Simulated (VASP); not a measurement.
# BP (F-43m) in VASP: a series of runs

The runs below take BP through electric field gradients, with PBE.

Program: VASP 6.6.1. These are calculated values, not measurements. Logs are shortened: lines on timing, memory, paths and dates and some standing lists are left out, and cuts for length are marked.

### Step 1. The cell of the first run

Symmetry: F-43m, No. 216, cubic system. Conventional cell: a = 4.445 Å, b = 4.445 Å, c = 4.445 Å, α = 90.00°, β = 90.00°, γ = 90.00°. B (site symmetry -43m) has 4 P at 1.92 Å within 2.6 Å. Within 2.6 Å of P (site symmetry -43m) lie 4 B at 1.92 Å.

### Step 2. Electric field gradients, PBE (volume scaled by 0.94)

File INCAR:

```
SYSTEM = BP
ALGO     = Normal         ! electronic algorithm
EDIFF    = 1E-8           ! SCF threshold, eV
ENCUT    = 520            ! plane-wave cutoff, eV
GGA      = PE             ! functional
ISIF     = 2              ! what is computed and relaxed
ISMEAR   = -1             ! smearing method
LASPH    = .True.         ! aspherical terms in the spheres
LCHARG   = .False.        ! write CHGCAR
LEFG     = .True.       
LREAL    = .False.        ! projectors in reciprocal space
LWAVE    = .False.        ! write WAVECAR
NBANDS   = 11             ! bands
NELM     = 100            ! most SCF steps
PREC     = Accurate       ! precision mode
SIGMA    = 0.05           ! smearing width, eV
```

File KPOINTS:

```
k-points
0
Gamma
  15 15 15
  0 0 0
```

File POSCAR:

```
BP
1.0
    0.0000000000      2.2226808807      2.2226808807
    2.2226808807      0.0000000000      2.2226808807
    2.2226808807      2.2226808807      0.0000000000
B P
1 1
Direct
    0.0000000000      0.0000000000      0.0000000000
    0.7500000000      0.7500000000      0.7500000000
```

Potentials or basis: VASP PAW PBE potentials, release 64 (B, P).

Command:

```bash
cat potpaw_PBE.64/B/POTCAR potpaw_PBE.64/P/POTCAR > POTCAR
mpirun -np 1 vasp_std > vasp.out
```

OUTCAR:

```text
SYSTEM = BP
   EDIFF = 1E-8
   ENCUT = 520
   GGA = PE
   ISIF = 2
   ISMEAR = -1
   LASPH = .True.
   LREAL = .False.
   NELM = 100
   PREC = Accurate

 ion  position               nearest neighbor table
   1  0.000  0.000  0.000-   2 1.92   2 1.92   2 1.92   2 1.92
   2  0.750  0.750  0.750-   1 1.92   1 1.92   1 1.92   1 1.92

  LATTYP: Found a face centered cubic cell.
 ALAT       =     4.4453617614

  Lattice vectors:

 A1 = (   0.0000000000,   2.2226808807,   2.2226808807)
 A2 = (   2.2226808807,   0.0000000000,   2.2226808807)
 A3 = (   2.2226808807,   2.2226808807,   0.0000000000)

Analysis of symmetry for initial positions (statically):
=====================================================================
 Subroutine PRICEL returns:
 Original cell was already a primitive cell.

 Routine SETGRP: Setting up the symmetry group for a
 face centered cubic supercell.

 Subroutine GETGRP returns: Found 24 space group operations
 (whereof 24 operations were pure point group operations)
 out of a pool of 48 trial point group operations.

The static configuration has the point symmetry T_d .

Analysis of symmetry for dynamics (positions and initial velocities):
=====================================================================
 Subroutine PRICEL returns:
 Original cell was already a primitive cell.

 Routine SETGRP: Setting up the symmetry group for a
 face centered cubic supercell.

 Subroutine GETGRP returns: Found 24 space group operations
 (whereof 24 operations were pure point group operations)
 out of a pool of 48 trial point group operations.

The dynamic configuration has the point symmetry T_d .

 Subroutine INISYM returns: Found 24 space group operations
 (whereof 24 operations are pure point group operations),
 and found     1 'primitive' translations

----------------------------------------------------------------------------------------

                                     Primitive cell

  volume of cell :      21.9615

  direct lattice vectors                    reciprocal lattice vectors
     0.000000000  2.222680881  2.222680881    -0.224953570  0.224953570  0.224953570
     2.222680881  0.000000000  2.222680881     0.224953570 -0.224953570  0.224953570
     2.222680881  2.222680881  0.000000000     0.224953570  0.224953570 -0.224953570

  length of vectors
     3.143345446  3.143345446  3.143345446     0.389631013  0.389631013  0.389631013

  position of ions in fractional coordinates (direct lattice)
     0.000000000  0.000000000  0.000000000
     0.750000000  0.750000000  0.750000000

  ion indices of the primitive-cell ions
   primitive index   ion index
                 1           1
                 2           2

----------------------------------------------------------------------------------------

 KPOINTS: k-points

Automatic generation of k-mesh.
 Grid dimensions read from file:
 generate k-points for:   15   15   15

 Generating k-lattice:

  Cartesian coordinates                     Fractional coordinates (reciprocal lattice)
    -0.014996905  0.014996905  0.014996905     0.066666667  0.000000000  0.000000000
     0.014996905 -0.014996905  0.014996905     0.000000000  0.066666667  0.000000000
     0.014996905  0.014996905 -0.014996905     0.000000000  0.000000000  0.066666667

  Length of vectors
     0.025975401  0.025975401  0.025975401

  Shift w.r.t. Gamma in fractional coordinates (k-lattice)
     0.000000000  0.000000000  0.000000000

 Subroutine IBZKPT returns following result:
 ===========================================

 Found    120 irreducible k-points:

 Following reciprocal coordinates:
            Coordinates               Weight
  0.000000  0.000000  0.000000      1.000000
  0.066667  0.000000  0.000000      8.000000
  0.133333  0.000000  0.000000      8.000000
  0.200000  0.000000  0.000000      8.000000
  0.266667  0.000000  0.000000      8.000000
  0.333333  0.000000  0.000000      8.000000
[... 16 lines left out ...]
  0.133333  0.133333  0.000000      6.000000
  0.200000  0.133333  0.000000     24.000000
 [... further k-points ...]
   k-points           NKPTS =    120   k-points in BZ     NKDIM =    120   number of bands    NBANDS=     11
   number of dos      NEDOS =    301   number of ions     NIONS =      2
   total plane-waves  NPLWV =  13824
   dimension x,y,z NGX =    24 NGY =   24 NGZ =   24
   dimension x,y,z NGXF=    48 NGYF=   48 NGZF=   48
   ions per type =               1   1
   NGX,Y,Z   is equivalent  to a cutoff of  12.69, 12.69, 12.69 a.u.
   NGXF,Y,Z  is equivalent  to a cutoff of  25.39, 25.39, 25.39 a.u.
 SYSTEM =  BP
   PREC   = accura    normal or accurate (medium, high low for compatibility)
   ISTART =      0    job   : 0-new  1-cont  2-samecut
   ICHARG =      2    charge: 1-file 2-atom 10-const
   ISPIN  =      1    spin polarized calculation?
   LNONCOLLINEAR =      F non collinear calculations
   LSORBIT =      F    spin-orbit coupling
   LASPH  =      T    aspherical Exc in radial PAW
   ENCUT  =  520.0 eV  38.22 Ry    6.18 a.u.   5.84  5.84  5.84*2*pi/ulx,y,z
   NELM   =    100;   NELMIN=  2; NELMDL= -5     # of ELM steps
   EDIFF  = 0.1E-07   stopping-criterion for ELM
   LREAL  =      F    real-space projection
   EDIFFG = 0.1E-06   stopping-criterion for IOM
   NSW    =      0    number of steps for IOM
   IBRION =     -1    ionic relax: 0-MD 1-quasi-New 2-CG
   NFREE  =      0    steps in history (QN), initial steepest desc. (CG)
   ISIF   =      2    stress and relaxation
   ISYM   =      2    0-nonsym 1-usesym 2-fastsym
   POTIM  = 0.5000    time-step for ionic-motion
   TEBEG  =    0.0;   TEEND  =   0.0 temperature during run
   PSTRESS=    0.0 pullay stress
   NELECT =       8.0000    total number of electrons
   NUPDOWN=      -1.0000    fix difference up-down
   EMIN   =  10.00;   EMAX   =-10.00  energy-range for DOS
   EFERMI =   0.00;   METHOD = LEGACY
   ISMEAR =    -1;   SIGMA  =   0.05  broadening in eV -4-tet -1-fermi 0-gaus
   EFERMI_NEDOS =   21; number of points for ismear=-14 and -15
   IALGO  =     38    algorithm
   IMIX   =      4    mixing-type and parameters
     AMIX     =   0.40;   BMIX     =  1.00
     AMIX_MAG =   1.60;   BMIX_MAG =  1.00
  volume/ion in A,a.u.               =      10.98        74.10
  Fermi-wavevector in a.u.,A,eV,Ry     =   1.169188  2.209445 18.599175  1.367001
  Thomas-Fermi vector in A             =   2.305664
   LORBIT       =      0    0 simple, 1 ext, 2 COOP (PROOUT), +10 PAW based schemes
   GGA     = PE    functional components
   LHFCALC =     F    Hartree Fock is set to
   AEXX    =    0.0000 exact exchange contribution
   IVDW    =     0    specifies the selected vdW correction
   LEPSILON=     F    determine dielectric tensor
   LRPA    =     F    only Hartree local field effects (RPA)
 non-spin polarized calculation
  energy-cutoff  :      520.00
  volume of cell :       21.96
 maximum number of plane-waves:       609
   NGX = 11   NGY = 11   NGZ = 11

 number of electron       8.0000000 magnetization

 Free energy of the ion-electron system (eV)
  ---------------------------------------------------
  ext. energy  EPLUGINS =         0.00000000
  ---------------------------------------------------
  free energy    TOTEN  =       -12.87442782 eV

  energy without entropy =      -12.87442777  energy(sigma->0) =      -12.87442780

 E-fermi :   8.7386     XC(G=0): -11.1755

 val. band max:        8.1797018609   @ k =   0.0000   0.0000   0.0000
 cond. band min:       9.3331238521   @ k =   0.4000   0.4000   0.0000
 fundamental gap:      1.1534219912
 Fermi energy:         8.7385972778

 k-point     1 :       0.0000    0.0000    0.0000
  band No.  band energies     occupation
      1      -7.8429      2.00000
      2       8.1797      1.99997
      3       8.1797      1.99997
      4       8.1797      1.99997
      5      11.6798      0.00000
      6      11.6798      0.00000
      7      11.6798      0.00000
      8      16.5139      0.00000
      9      20.1290      0.00000
     10      20.4901      0.00000
     11      20.4901      0.00000

 k-point     2 :       0.0667    0.0000    0.0000
  band No.  band energies     occupation
      1      -7.7586      2.00000
      2       7.5060      2.00000
      3       8.0298      2.00000
      4       8.0298      2.00000
      5      11.8874      0.00000
      6      11.8874      0.00000
      7      11.9678      0.00000
      8      16.7226      0.00000
      9      20.0991      0.00000
     10      20.0991      0.00000
     11      20.4120      0.00000
[... 295 lines left out ...]
 k-point    24 :       0.2000    0.1333    0.0000
  band No.  band energies     occupation
      1      -7.0886      2.00000
      2       5.4902      2.00000
      3       6.3669      2.00000
      4       6.7801      2.00000
      5      10.9372      0.00000
      6      14.0977      0.00000
      7      14.2213      0.00000
      8      15.5024      0.00000
      9      19.5689      0.00000
     10      21.0031      0.00000
     11      22.3138      0.00000

 [... further k-points ...]
[... 5 lines left out ...]
  --------------------------------------------------------------------------------------
  -------------------------------------------------------------------------------------
  Total        1.6986146      1.6986146      1.6986146      0.0000000      0.0000000      0.0000000
  in kB      123.9207695    123.9207695    123.9207695      0.0000000      0.0000000      0.0000000
  external PRESSURE =     123.9207695 kB  Pullay stress =       0.0000000 kB

 VOLUME and BASIS-vectors are now :
 -----------------------------------------------------------------------------
  energy-cutoff  :      520.00
  volume of cell :       21.96
      direct lattice vectors                 reciprocal lattice vectors
     0.000000000  2.222680881  2.222680881    -0.224953570  0.224953570  0.224953570
     2.222680881  0.000000000  2.222680881     0.224953570 -0.224953570  0.224953570
     2.222680881  2.222680881  0.000000000     0.224953570  0.224953570 -0.224953570

 POSITION                                       TOTAL-FORCE (eV/Angst)
 -----------------------------------------------------------------------------------
      0.00000      0.00000      0.00000        -0.000000     -0.000000     -0.000000
      3.33402      3.33402      3.33402         0.000000      0.000000      0.000000
 -----------------------------------------------------------------------------------
    total drift:                               -0.000000     -0.000000     -0.000000

  FREE ENERGIE OF THE ION-ELECTRON SYSTEM (eV)
  ---------------------------------------------------
  free  energy   TOTEN  =       -12.8744278249 eV

  energy  without entropy=      -12.8744277681  energy(sigma->0) =      -12.87442780

 Electric field gradients (V/A^2)
---------------------------------------------------------------------
 ion       V_xx      V_yy      V_zz      V_xy      V_xz      V_yz
---------------------------------------------------------------------
   1       0.000    -0.000     0.000     0.000     0.000     0.000
   2      -0.000     0.000     0.000    -0.000    -0.000    -0.000
---------------------------------------------------------------------

 Electric field gradients after diagonalization (V/A^2)
 (convention: |V_zz| > |V_xx| > |V_yy|)
----------------------------------------------------------------------
 ion       V_xx      V_yy      V_zz     asymmetry (V_yy - V_xx)/ V_zz
----------------------------------------------------------------------
   1      -0.000    -0.000     0.000       0.000
   2       0.000     0.000    -0.000       0.000
----------------------------------------------------------------------

           NMR quadrupolar parameters

 Cq : quadrupolar parameter    Cq=e*Q*V_zz/h
 eta: asymmetry parameters     (V_yy - V_xx)/ V_zz
 Q  : nuclear electric quadrupole moment in mb (millibarn)
----------------------------------------------------------------------
 ion       Cq(MHz)       eta       Q (mb)
----------------------------------------------------------------------
   1       0.000       0.000       1.000
   2      -0.000       0.000       1.000
----------------------------------------------------------------------
```

Run time: 15 s. Hardware: 1 thread of Intel Xeon Platinum 8375C at 2.90GHz (Ice Lake), shared host; peak memory 0.15 GiB.

What came out:

- Free energy: -12.8744 eV
- Pressure: 12.4 GPa
- Band gap on the k mesh: 1.15 eV, indirect (least direct gap 3.50 eV)

Caveat: without QUAD_EFG the Cq values of the log hold for a quadrupole moment of 1 mb, not for the nuclei. A k mesh can miss the band edges.

### Step 3. Electric field gradients, PBE (volume scaled by 0.98)

File INCAR:

```
SYSTEM = BP
PREC = Accurate
ENCUT = 520
EDIFF = 1E-8
ISMEAR = -1
SIGMA = 0.05
LREAL = .False.
LASPH = .True.
NELM = 100
ALGO = Normal
ISIF = 2
LWAVE = .False.
LCHARG = .False.
GGA = PE
LEFG = .True.
NBANDS = 11
```

File KPOINTS:

```
Automatic mesh
0
Gamma
  15 15 15
  0 0 0
```

File POSCAR:

```
BP
1.0
    0.0000000000      2.2537713532      2.2537713532
    2.2537713532      0.0000000000      2.2537713532
    2.2537713532      2.2537713532      0.0000000000
B P
1 1
Direct
    0.0000000000      0.0000000000      0.0000000000
    0.7500000000      0.7500000000      0.7500000000
```

Potentials or basis: VASP PAW PBE potentials, release 64 (B, P).

Command:

```bash
cat potpaw_PBE.64/B/POTCAR potpaw_PBE.64/P/POTCAR > POTCAR
mpirun -np 1 vasp_std > vasp.out
```

OUTCAR:

```text
SYSTEM = BP
   PREC = Accurate
   ENCUT = 520
   EDIFF = 1E-8
   ISMEAR = -1
   LREAL = .False.
   LASPH = .True.
   NELM = 100
   ISIF = 2
   GGA = PE

 ion  position               nearest neighbor table
   1  0.000  0.000  0.000-   2 1.95   2 1.95   2 1.95   2 1.95
   2  0.750  0.750  0.750-   1 1.95   1 1.95   1 1.95   1 1.95

  LATTYP: Found a face centered cubic cell.
 ALAT       =     4.5075427064

  Lattice vectors:

 A1 = (   0.0000000000,   2.2537713532,   2.2537713532)
 A2 = (   2.2537713532,   0.0000000000,   2.2537713532)
 A3 = (   2.2537713532,   2.2537713532,   0.0000000000)

Analysis of symmetry for initial positions (statically):
=====================================================================
 Subroutine PRICEL returns:
 Original cell was already a primitive cell.

 Routine SETGRP: Setting up the symmetry group for a
 face centered cubic supercell.

 Subroutine GETGRP returns: Found 24 space group operations
[... 522 lines left out ...]
  volume of cell :       22.90
      direct lattice vectors                 reciprocal lattice vectors
     0.000000000  2.253771353  2.253771353    -0.221850366  0.221850366  0.221850366
     2.253771353  0.000000000  2.253771353     0.221850366 -0.221850366  0.221850366
     2.253771353  2.253771353  0.000000000     0.221850366  0.221850366 -0.221850366

 POSITION                                       TOTAL-FORCE (eV/Angst)
 -----------------------------------------------------------------------------------
      0.00000      0.00000      0.00000         0.000000      0.000000      0.000000
      3.38066      3.38066      3.38066        -0.000000     -0.000000     -0.000000
 -----------------------------------------------------------------------------------
    total drift:                               -0.000000     -0.000000     -0.000000

  FREE ENERGIE OF THE ION-ELECTRON SYSTEM (eV)
  ---------------------------------------------------
  free  energy   TOTEN  =       -12.9229862875 eV

  energy  without entropy=      -12.9229862559  energy(sigma->0) =      -12.92298627

 Electric field gradients (V/A^2)
---------------------------------------------------------------------
 ion       V_xx      V_yy      V_zz      V_xy      V_xz      V_yz
---------------------------------------------------------------------
   1       0.000    -0.000    -0.000     0.000     0.000     0.000
   2      -0.000    -0.000    -0.000    -0.000    -0.000    -0.000
---------------------------------------------------------------------

 Electric field gradients after diagonalization (V/A^2)
 (convention: |V_zz| > |V_xx| > |V_yy|)
----------------------------------------------------------------------
 ion       V_xx      V_yy      V_zz     asymmetry (V_yy - V_xx)/ V_zz
----------------------------------------------------------------------
   1      -0.000    -0.000     0.000       0.000
   2       0.000     0.000    -0.000       0.000
----------------------------------------------------------------------

           NMR quadrupolar parameters

 Cq : quadrupolar parameter    Cq=e*Q*V_zz/h
 eta: asymmetry parameters     (V_yy - V_xx)/ V_zz
 Q  : nuclear electric quadrupole moment in mb (millibarn)
----------------------------------------------------------------------
 ion       Cq(MHz)       eta       Q (mb)
----------------------------------------------------------------------
   1       0.000       0.000       1.000
   2      -0.000       0.000       1.000
----------------------------------------------------------------------
```

OSZICAR:

```text
N       E                     dE             d eps       ncg     rms          rms(c)
DAV:   1     0.983506032926E+01    0.98351E+01   -0.40584E+03  2648   0.660E+02
DAV:   2    -0.130352361716E+02   -0.22870E+02   -0.21707E+02  3508   0.111E+02
DAV:   3    -0.136716185974E+02   -0.63638E+00   -0.63440E+00  3312   0.161E+01
DAV:   4    -0.136741659356E+02   -0.25473E-02   -0.25471E-02  3053   0.118E+00
DAV:   5    -0.136741782475E+02   -0.12312E-04   -0.12312E-04  3254   0.828E-02    0.742E+00
DAV:   6    -0.130276390300E+02    0.64654E+00   -0.14467E+00  3000   0.527E+00    0.400E+00
DAV:   7    -0.129304934685E+02    0.97146E-01   -0.25341E-01  3292   0.250E+00    0.135E+00
DAV:   8    -0.129224615058E+02    0.80320E-02   -0.27351E-02  3128   0.951E-01    0.200E-01
DAV:   9    -0.129227810746E+02   -0.31957E-03   -0.70520E-04  3077   0.181E-01    0.130E-01
DAV:  10    -0.129229749827E+02   -0.19391E-03   -0.24517E-04  2994   0.986E-02    0.289E-02
DAV:  11    -0.129229854065E+02   -0.10424E-04   -0.11309E-05  3345   0.222E-02    0.348E-02
DAV:  12    -0.129229863501E+02   -0.94357E-06   -0.45845E-06  2982   0.105E-02    0.150E-02
DAV:  13    -0.129229862272E+02    0.12290E-06   -0.13026E-07  3216   0.233E-03    0.633E-03
DAV:  14    -0.129229862929E+02   -0.65706E-07   -0.40328E-08  3060   0.106E-03    0.222E-04
DAV:  15    -0.129229862875E+02    0.54399E-08   -0.20755E-09  1614   0.308E-04
   1 F= -.12922986E+02 E0= -.12922986E+02  d E =-.315240E-07
```

stdout:

```text
POSCAR found type information on POSCAR B P
 POSCAR found :  2 types and       2 ions
 scaLAPACK will be used
 LDA part: xc-table for (Slater+PW92), standard interpolation
 POSCAR, INCAR and KPOINTS ok, starting setup
 FFT: planning ... GRIDC
 FFT: planning ... GRID_SOFT
 FFT: planning ... GRID
 WAVECAR not read
 entering main loop
ion   1

ion   2
```

Run time: 16 s. Hardware: 1 thread of Intel Xeon Platinum 8375C at 2.90GHz (Ice Lake), shared host; peak memory 0.15 GiB.

Results:

- Free energy: -12.9230 eV
- Pressure: 4.4 GPa
- Band gap on the k mesh: 1.21 eV, indirect (least direct gap 3.43 eV)

Levels at points of the mesh, in eV from the valence-band top:
```csv
k point,band 2,band 3,band 4,band 5,band 6,band 7
"(0.00, 0.00, 0.00)",0.00,0.00,0.00,3.43,3.43,3.43
```

Caveat: without QUAD_EFG the Cq values of the log hold for a quadrupole moment of 1 mb, not for the nuclei.
